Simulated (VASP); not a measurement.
A run of VASP 6.6.1 is set up as follows.

Contents of POSCAR:

```
ZnS
1.0
    3.6944748077      0.0000000000      0.0000000000
   -1.8472374039      3.1995090372      0.0000000000
    0.0000000000      0.0000000000     12.0924711888
Zn S
4 4
Direct
    0.0000000000      0.0000000000      0.0001143924
    0.0000000000      0.0000000000      0.5001143924
    0.3333333333      0.6666666667      0.2500706174
    0.6666666667      0.3333333333      0.7500706174
    0.0000000000      0.0000000000      0.1872361436
    0.0000000000      0.0000000000      0.6872361436
    0.3333333333      0.6666666667      0.4375788466
    0.6666666667      0.3333333333      0.9375788466
```

INCAR.step1

```
SYSTEM = ZnS
  ALGO = Normal
  EDIFF = 1E-4
  ENCUT = 520
  GGA = PE
  ISMEAR = 0
  LASPH = .TRUE.
  LCHARG = .FALSE.
  LREAL = .FALSE.
  LWAVE = .TRUE.
  NBANDS = 46
  NELM = 100
  PREC = Accurate
  SIGMA = 0.05
```

INCAR.step2

```
SYSTEM = ZnS
  ALGO = Normal
  EDIFF = 1E-7
  ENCUT = 520
  ISIF = 2
  ISMEAR = 0
  ISTART = 1
  LASPH = .TRUE.
  LCHARG = .FALSE.
  LMIXTAU = .TRUE.
  LREAL = .FALSE.
  LWAVE = .FALSE.
  METAGGA = R2SCAN
  NBANDS = 46
  NELM = 100
  PREC = Accurate
  SIGMA = 0.05
```

The input KPOINTS:

```
k-points
0
G
  6 6 2
  0 0 0
```

Potentials or basis: VASP PAW PBE potentials, release 64 (Zn, S).

The run is started by

```console
$ cat potpaw_PBE.64/Zn/POTCAR potpaw_PBE.64/S/POTCAR > POTCAR
$ cp INCAR.step1 INCAR
$ mpirun -np 1 vasp_std > vasp.out
$ cp INCAR.step2 INCAR
$ mpirun -np 1 vasp_std > vasp.out
```

Problem. What does it give for the pressure?

Solution. 8.8 GPa.

Problem. Estimate the band gap on the k mesh.

Solution. 3.20 eV.

Problem. Predict the largest force.

Solution. 0.024 eV/Å.

Forces in eV/Å, atoms in the order of the input:
```
Zn   0.000  0.000  0.024
Zn   0.000  0.000  0.024
Zn   0.000  0.000  0.011
Zn   0.000  0.000  0.011
S    0.000  0.000 -0.020
S    0.000  0.000 -0.020
S    0.000  0.000 -0.016
S    0.000  0.000 -0.016
```

Caveat: the cell differs from its parent crystal (strain -0.030 along x and y, -0.030 along z); the cell stands under pressure; the PAW data sets were made with another functional, which shifts forces and pressure a little. A k mesh can miss the band edges.
